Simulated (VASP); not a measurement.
SiGe2:

```
Si Ge
1.0
     2.94278    0.00000    0.00000
    -1.47139    2.54852    0.00000
     0.00000    0.00000   14.33774
Si Ge
2 4
Direct
  0.66667 0.33333 0.16667
  0.66667 0.33333 0.83333
  0.33333 0.66667 0.00000
  0.33333 0.66667 0.33333
  0.33333 0.66667 0.66667
  0.66667 0.33333 0.50000
```

```yaml
Program: VASP 6.6.1
Task: relaxation of cell and atoms
Functional: PBE
Potentials_or_basis: VASP PAW PBE potentials, release 64 (Si, Ge_d)
Cutoff: 600 eV
k_mesh: 6 × 6 × 2
Occupations: gaussian, width 0.1 eV
Spin: no spin polarisation
```

At the start: pressure 0.8 GPa; volume 17.92 Å³/atom.

Q: How do energy, volume and symmetry change on relaxing?

A: Over 16 steps the energy falls by 25.0 meV/atom and the volume is 17.94 Å³/atom (+0.1 %); space group P-6m2 (No. 187, to 0.1 Å) before and after.

The path:
```
step  energy change (eV)  largest force (eV/Å)  pressure (GPa)  volume (Å³)
   1              0.0000                0.4201            0.79       107.53
   2             -0.0635                0.4016           -0.36       108.90
   3             -0.0581                0.2351           -3.00       112.84
   4             -0.0980                0.3098           -2.17       111.06
   5             -0.1192                0.2237           -0.96       109.20
   6             -0.1192                0.2243           -0.98       109.23
   7             -0.1369                0.1702           -0.05       107.78
   8             -0.1395                0.1500            0.39       107.08
   9             -0.1396                0.1459            0.52       106.95
  10             -0.1428                0.1241            0.22       107.39
  11             -0.1444                0.0827           -0.37       108.36
  12             -0.1468                0.0623           -0.28       108.24
  13             -0.1486                0.0713           -0.09       108.04
  14             -0.1486                0.0727           -0.08       108.01
  15             -0.1495                0.0547            0.02       107.84
  16             -0.1501                0.0288            0.14       107.62
```

Final structure:
```cif
data_structure
_symmetry_space_group_name_H-M 'P 1'
_symmetry_Int_Tables_number 1
_cell_length_a 3.0042
_cell_length_b 3.0042
_cell_length_c 13.7698
_cell_angle_alpha 90.000
_cell_angle_beta 90.000
_cell_angle_gamma 120.000
_cell_volume 107.62
loop_
_atom_site_label
_atom_site_type_symbol
_atom_site_fract_x
_atom_site_fract_y
_atom_site_fract_z
_atom_site_occupancy
Si1 Si 0.66667 0.33333 0.16440 1
Si2 Si 0.66667 0.33333 0.83560 1
Ge1 Ge 0.33333 0.66667 0.00000 1
Ge2 Ge 0.33333 0.66667 0.32300 1
Ge3 Ge 0.33333 0.66667 0.67700 1
Ge4 Ge 0.66667 0.33333 0.50000 1
```

Caveat: the k points lie up to 0.40 Å⁻¹ apart in the final cell, too coarse for converged energies and pressures of a metal.
